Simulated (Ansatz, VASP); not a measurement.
**Sr: VASP beside Ansatz**

```xyz
1
Lattice="0.0000 3.0191 3.0191 3.0191 0.0000 3.0191 3.0191 3.0191 0.0000" Properties=species:S:1:pos:R:3 pbc="T T T"
Sr    0.0000    0.0000    0.0000
```

Alike in both runs: task single point; functional PBE; k mesh 9 × 9 × 9; occupations gaussian, width 0.03 eV; no spin polarisation.

|  | VASP | Ansatz |
| --- | --- | --- |
| version | VASP 6.6.1 | Ansatz 0.2.0 |
| potentials or method | VASP PAW PBE potentials, release 64 (Sr_sv), cutoff 520 eV | plane waves (420 eV) with PAW, scalar-relativistic |
| valence electrons in the cell | 10 | 10 |

|  | VASP | Ansatz | Ansatz less VASP |
| --- | --- | --- | --- |
| pressure (GPa) | -0.1 | -0.1 | -0.01 |
